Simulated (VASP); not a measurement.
Input of a VASP 6.6.1 run:

File INCAR:

```
SYSTEM = K
ALGO = Normal
EDIFF = 1E-6
ENCUT = 520
GGA = PE
ISIF = 2
ISMEAR = -1
LASPH = .TRUE.
LCHARG = .FALSE.
LREAL = .FALSE.
LWAVE = .FALSE.
NBANDS = 10
NELM = 80
PREC = Accurate
SIGMA = 0.1
```

KPOINTS

```
k-points
0
G
  8 8 8
  0 0 0
```

The input POSCAR:

```
K
1.0
    0.0000000000      3.3341509471      3.3341509471
    3.3341509471      0.0000000000      3.3341509471
    3.3341509471      3.3341509471      0.0000000000
K
1
Direct
    0.0000000000      0.0000000000      0.0000000000
```

Potentials or basis: VASP PAW PBE potentials, release 64 (K_sv).

Run with:

```console
$ cat potpaw_PBE.64/K_sv/POTCAR > POTCAR
$ mpirun -np 1 vasp_std > vasp.out
```

Problem. What does it give for the band gap on the k mesh?

Solution. Zero (an odd number of electrons rules out a gap without spin polarisation).

Problem. What does it give for the pressure?

Solution. 0.0 GPa.
